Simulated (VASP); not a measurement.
# LiH (Fm-3m) in VASP: a series of runs

LiH is run at these levels: PBE; tasks: single point.

Everything below comes from runs of VASP 6.6.1. Logs are shortened: lines on timing, memory, paths and dates and some standing lists are left out, and cuts for length are marked.

### 1 The cell of the first run

Symmetry: Fm-3m, No. 225, cubic system. Conventional cell: a = 4.008 Å, b = 4.008 Å, c = 4.008 Å, α = 90.00°, β = 90.00°, γ = 90.00°. Within 2.7 Å of Li (site symmetry m-3m) lie 6 H at 2.00 Å. Within 2.7 Å of H (site symmetry m-3m) lie 6 Li at 2.00 Å.

### 2 Single point, PBE (8.05 Å³/atom)

INCAR reads:

```
PREC = Accurate ; ENCUT = 520
EDIFF = 1E-6 ; ISMEAR = 0
SIGMA = 0.05 ; LREAL = F
LASPH = T ; NELM = 100
ALGO = Normal ; ISIF = 2
LWAVE = F ; LCHARG = F
GGA = PE ; NBANDS = 9
```

KPOINTS reads:

```
Automatic mesh
0
Gamma
  14 14 14
```

POSCAR reads:

```
LiH
1.0
    0.0000000000      2.0042430359      2.0042430359
    2.0042430359      0.0000000000      2.0042430359
    2.0042430359      2.0042430359      0.0000000000
Li H
1 1
Direct
    0.0000000000      0.0000000000      0.0000000000
    0.5000000000      0.5000000000      0.5000000000
```

Potentials or basis: VASP PAW PBE potentials, release 64 (Li_sv, H).

Command:

```bash
> cat potpaw_PBE.64/Li_sv/POTCAR potpaw_PBE.64/H/POTCAR > POTCAR
> mpirun -np 1 vasp_std > vasp.out
```

OUTCAR:

```text
PREC = Accurate
   ENCUT = 520
   EDIFF = 1E-6
   ISMEAR = 0
   LREAL = F
   LASPH = T
   NELM = 100
   ISIF = 2
   GGA = PE

 ion  position               nearest neighbor table
   1  0.000  0.000  0.000-
   2  0.500  0.500  0.500-

  LATTYP: Found a face centered cubic cell.
 ALAT       =     4.0084860718

  Lattice vectors:

 A1 = (   0.0000000000,   2.0042430359,   2.0042430359)
 A2 = (   2.0042430359,   0.0000000000,   2.0042430359)
 A3 = (   2.0042430359,   2.0042430359,   0.0000000000)

Analysis of symmetry for initial positions (statically):
=====================================================================
 Subroutine PRICEL returns:
 Original cell was already a primitive cell.

 Routine SETGRP: Setting up the symmetry group for a
 face centered cubic supercell.

 Subroutine GETGRP returns: Found 48 space group operations
 (whereof 48 operations were pure point group operations)
 out of a pool of 48 trial point group operations.

The static configuration has the point symmetry O_h .

Analysis of symmetry for dynamics (positions and initial velocities):
=====================================================================
 Subroutine PRICEL returns:
 Original cell was already a primitive cell.

 Routine SETGRP: Setting up the symmetry group for a
 face centered cubic supercell.

 Subroutine GETGRP returns: Found 48 space group operations
 (whereof 48 operations were pure point group operations)
 out of a pool of 48 trial point group operations.

The dynamic configuration has the point symmetry O_h .

 Subroutine INISYM returns: Found 48 space group operations
 (whereof 48 operations are pure point group operations),
 and found     1 'primitive' translations

----------------------------------------------------------------------------------------

                                     Primitive cell

  volume of cell :      16.1020

  direct lattice vectors                    reciprocal lattice vectors
     0.000000000  2.004243036  2.004243036    -0.249470743  0.249470743  0.249470743
     2.004243036  0.000000000  2.004243036     0.249470743 -0.249470743  0.249470743
     2.004243036  2.004243036  0.000000000     0.249470743  0.249470743 -0.249470743

  length of vectors
     2.834427684  2.834427684  2.834427684     0.432096002  0.432096002  0.432096002

  position of ions in fractional coordinates (direct lattice)
     0.000000000  0.000000000  0.000000000
     0.500000000  0.500000000  0.500000000

  ion indices of the primitive-cell ions
   primitive index   ion index
                 1           1
                 2           2

----------------------------------------------------------------------------------------

 KPOINTS: Automatic mesh

Automatic generation of k-mesh.
 Grid dimensions read from file:
 generate k-points for:   14   14   14

 Generating k-lattice:

  Cartesian coordinates                     Fractional coordinates (reciprocal lattice)
    -0.017819339  0.017819339  0.017819339     0.071428571  0.000000000  0.000000000
     0.017819339 -0.017819339  0.017819339     0.000000000  0.071428571  0.000000000
     0.017819339  0.017819339 -0.017819339     0.000000000  0.000000000  0.071428571

  Length of vectors
     0.030864000  0.030864000  0.030864000

  Shift w.r.t. Gamma in fractional coordinates (k-lattice)
     0.000000000  0.000000000  0.000000000

 Subroutine IBZKPT returns following result:
 ===========================================

 Found    104 irreducible k-points:

 Following reciprocal coordinates:
            Coordinates               Weight
  0.000000  0.000000  0.000000      1.000000
  0.071429  0.000000  0.000000      8.000000
  0.142857  0.000000  0.000000      8.000000
  0.214286  0.000000  0.000000      8.000000
  0.285714  0.000000  0.000000      8.000000
  0.357143  0.000000  0.000000      8.000000
[... 16 lines left out ...]
  0.214286  0.142857  0.000000     24.000000
  0.285714  0.142857  0.000000     24.000000
 [... further k-points ...]
   k-points           NKPTS =    104   k-points in BZ     NKDIM =    104   number of bands    NBANDS=      9
   number of dos      NEDOS =    301   number of ions     NIONS =      2
   total plane-waves  NPLWV =  13824
   dimension x,y,z NGX =    24 NGY =   24 NGZ =   24
   dimension x,y,z NGXF=    48 NGYF=   48 NGZF=   48
   ions per type =               1   1
   NGX,Y,Z   is equivalent  to a cutoff of  14.08, 14.08, 14.08 a.u.
   NGXF,Y,Z  is equivalent  to a cutoff of  28.15, 28.15, 28.15 a.u.
 SYSTEM =  unknown system
   PREC   = accura    normal or accurate (medium, high low for compatibility)
   ISTART =      0    job   : 0-new  1-cont  2-samecut
   ICHARG =      2    charge: 1-file 2-atom 10-const
   ISPIN  =      1    spin polarized calculation?
   LNONCOLLINEAR =      F non collinear calculations
   LSORBIT =      F    spin-orbit coupling
   LASPH  =      T    aspherical Exc in radial PAW
   ENCUT  =  520.0 eV  38.22 Ry    6.18 a.u.   5.27  5.27  5.27*2*pi/ulx,y,z
   NELM   =    100;   NELMIN=  2; NELMDL= -5     # of ELM steps
   EDIFF  = 0.1E-05   stopping-criterion for ELM
   LREAL  =      F    real-space projection
   EDIFFG = 0.1E-04   stopping-criterion for IOM
   NSW    =      0    number of steps for IOM
   IBRION =     -1    ionic relax: 0-MD 1-quasi-New 2-CG
   NFREE  =      0    steps in history (QN), initial steepest desc. (CG)
   ISIF   =      2    stress and relaxation
   ISYM   =      2    0-nonsym 1-usesym 2-fastsym
   POTIM  = 0.5000    time-step for ionic-motion
   TEBEG  =    0.0;   TEEND  =   0.0 temperature during run
   PSTRESS=    0.0 pullay stress
   NELECT =       4.0000    total number of electrons
   NUPDOWN=      -1.0000    fix difference up-down
   EMIN   =  10.00;   EMAX   =-10.00  energy-range for DOS
   EFERMI =   0.00;   METHOD = LEGACY
   ISMEAR =     0;   SIGMA  =   0.05  broadening in eV -4-tet -1-fermi 0-gaus
   EFERMI_NEDOS =   21; number of points for ismear=-14 and -15
   IALGO  =     38    algorithm
   IMIX   =      4    mixing-type and parameters
     AMIX     =   0.40;   BMIX     =  1.00
     AMIX_MAG =   1.60;   BMIX_MAG =  1.00
  volume/ion in A,a.u.               =       8.05        54.33
  Fermi-wavevector in a.u.,A,eV,Ry     =   1.029124  1.944763 14.409884  1.059097
  Thomas-Fermi vector in A             =   2.163156
   LORBIT       =      0    0 simple, 1 ext, 2 COOP (PROOUT), +10 PAW based schemes
   GGA     = PE    functional components
   LHFCALC =     F    Hartree Fock is set to
   AEXX    =    0.0000 exact exchange contribution
   IVDW    =     0    specifies the selected vdW correction
   LEPSILON=     F    determine dielectric tensor
   LRPA    =     F    only Hartree local field effects (RPA)
 non-spin polarized calculation
 Gauss-broadening in eV      SIGMA  =   0.05
  energy-cutoff  :      520.00
  volume of cell :       16.10
 maximum number of plane-waves:       444
 NGX is ok and might be reduce to    24
   NGX = 11   NGY = 11   NGZ = 11

 number of electron       3.9999995 magnetization

 Free energy of the ion-electron system (eV)
  ---------------------------------------------------
  ext. energy  EPLUGINS =         0.00000000
  ---------------------------------------------------
  free energy    TOTEN  =        -6.12706949 eV

  energy without entropy =       -6.12706949  energy(sigma->0) =       -6.12706949

 E-fermi :   0.3365     XC(G=0):  -8.5117

 val. band max:        0.0913627811   @ k =   0.5000   0.5000   0.0000
 cond. band min:       3.0705954031   @ k =   0.5000   0.5000   0.0000
 fundamental gap:      2.9792326220
 Fermi energy:         0.3364900648

 k-point     1 :       0.0000    0.0000    0.0000
  band No.  band energies     occupation
      1     -44.1992      2.00000
      2      -5.3420      2.00000
      3      16.1874      0.00000
      4      17.9829      0.00000
      5      17.9829      0.00000
      6      17.9829      0.00000
      7      22.6984      0.00000
      8      22.6984      0.00000
      9      22.6984      0.00000

 k-point     2 :       0.0714    0.0000    0.0000
  band No.  band energies     occupation
      1     -44.1970      2.00000
      2      -5.2515      2.00000
      3      15.4225      0.00000
      4      17.3753      0.00000
      5      17.7650      0.00000
      6      17.7650      0.00000
      7      22.1339      0.00000
      8      23.1578      0.00000
      9      23.1578      0.00000

 k-point     3 :       0.1429    0.0000    0.0000
  band No.  band energies     occupation
      1     -44.1906      2.00000
      2      -4.9833      2.00000
      3      13.3835      0.00000
      4      16.4208      0.00000
      5      17.3135      0.00000
      6      17.3136      0.00000
      7      22.3662      0.00000
      8      24.0476      0.00000
      9      24.0476      0.00000

 k-point     4 :       0.2143    0.0000    0.0000
  band No.  band energies     occupation
      1     -44.1814      2.00000
      2      -4.5493      2.00000
      3      10.9795      0.00000
      4      15.5499      0.00000
      5      16.8930      0.00000
      6      16.8930      0.00000
      7      23.0206      0.00000
      8      23.0206      0.00000
      9      23.1618      0.00000
[... 205 lines left out ...]
 k-point    22 :       0.1429    0.1429    0.0000
  band No.  band energies     occupation
      1     -44.1879      2.00000
      2      -4.8526      2.00000
      3      13.9342      0.00000
      4      15.3323      0.00000
      5      15.3323      0.00000
      6      18.7850      0.00000
      7      18.8132      0.00000
      8      24.6497      0.00000
      9      26.5440      0.00000

 k-point    23 :       0.2143    0.1429    0.0000
  band No.  band energies     occupation
      1     -44.1809      2.00000
      2      -4.5173      2.00000
      3      12.3668      0.00000
      4      14.3132      0.00000
      5      14.6179      0.00000
      6      18.3627      0.00000
      7      18.9426      0.00000
      8      24.3583      0.00000
      9      27.4322      0.00000

 k-point    24 :       0.2857    0.1429    0.0000
  band No.  band energies     occupation
      1     -44.1720      2.00000
      2      -4.0197      2.00000
      3      10.1912      0.00000
      4      13.2628      0.00000
      5      14.1480      0.00000
      6      17.7802      0.00000
      7      20.1494      0.00000
      8      23.8831      0.00000
      9      26.1677      0.00000

 [... further k-points ...]

------------------------ aborting loop because EDIFF is reached ----------------------------------------

  FORCE on cell =-STRESS in cart. coord.  units (eV):
  Direction    XX          YY          ZZ          XY          YZ          ZX
  --------------------------------------------------------------------------------------
  -------------------------------------------------------------------------------------
  Total       -0.0292690     -0.0292690     -0.0292690     -0.0000000      0.0000000     -0.0000000
  in kB       -2.9123093     -2.9123093     -2.9123093     -0.0000000      0.0000000     -0.0000000
  external PRESSURE =      -2.9123093 kB  Pullay stress =       0.0000000 kB

 VOLUME and BASIS-vectors are now :
 -----------------------------------------------------------------------------
  energy-cutoff  :      520.00
  volume of cell :       16.10
      direct lattice vectors                 reciprocal lattice vectors
     0.000000000  2.004243036  2.004243036    -0.249470743  0.249470743  0.249470743
     2.004243036  0.000000000  2.004243036     0.249470743 -0.249470743  0.249470743
     2.004243036  2.004243036  0.000000000     0.249470743  0.249470743 -0.249470743

 POSITION                                       TOTAL-FORCE (eV/Angst)
 -----------------------------------------------------------------------------------
      0.00000      0.00000      0.00000         0.000000     -0.000000      0.000000
      2.00424      2.00424      2.00424        -0.000000      0.000000      0.000000
 -----------------------------------------------------------------------------------
    total drift:                                0.000000     -0.000000     -0.000000

  FREE ENERGIE OF THE ION-ELECTRON SYSTEM (eV)
  ---------------------------------------------------
  free  energy   TOTEN  =        -6.1270694862 eV

  energy  without entropy=       -6.1270694862  energy(sigma->0) =       -6.12706949
```

Run time: 14 s. Hardware: 1 thread of Intel Xeon 8259CL, shared host; peak memory 0.14 GiB.

What came out:

- Free energy: -6.1271 eV
- Band gap on the k mesh: 2.98 eV

Caveat: the cutoff is under 1.25 times the usual one of these potentials, so pressure, stress and relaxed cells hold a basis-set (Pulay) error.

### 3 Single point, PBE (7.89 Å³/atom)

This run uses another cell than the first one, of 7.89 Å³/atom.

Edit INCAR of step 2 so:

```diff
@@ -3,3 +3,3 @@
 SIGMA = 0.05 ; LREAL = F
-LASPH = T ; NELM = 100
+LASPH = T ; NELM = 60
 ALGO = Normal ; ISIF = 2
```

KPOINTS is that of step 2.

POSCAR reads:

```
LiH
1.0
    0.0000000000      1.9907913350      1.9907913350
    1.9907913350      0.0000000000      1.9907913350
    1.9907913350      1.9907913350      0.0000000000
Li H
1 1
Direct
    0.0000000000      0.0000000000      0.0000000000
    0.5000000000      0.5000000000      0.5000000000
```

Potentials or basis: VASP PAW PBE potentials, release 64 (Li_sv, H).

Command:

```bash
> cat potpaw_PBE.64/Li_sv/POTCAR potpaw_PBE.64/H/POTCAR > POTCAR
> mpirun -np 1 vasp_std > vasp.out
```

Wall time 16 s (1 thread of Intel Xeon 8259CL, shared host); peak memory 0.14 GiB.

It converged, with:

- Free energy: -6.1264 eV
- Band gap on the k mesh: 2.96 eV

Levels at points of the mesh, in eV from the valence-band top:
| k point | band 1 | band 2 | band 3 | band 4 | band 5 | band 6 | band 7 |
| --- | --- | --- | --- | --- | --- | --- | --- |
| (0.00, 0.00, 0.00) | -44.27 | -5.51 | 16.36 | 18.10 | 18.10 | 18.10 | 22.85 |
| (0.50, 0.00, 0.00) | -44.22 | -2.69 | 4.97 | 13.84 | 16.69 | 16.69 | 19.28 |
| (0.50, 0.50, 0.00) | -44.21 | 0.00 | 2.96 | 10.91 | 10.91 | 14.10 | 17.56 |

Caveat: the cutoff is under 1.25 times the usual one of these potentials, so pressure, stress and relaxed cells hold a basis-set (Pulay) error.

(Part 1 of 2 ends here.)
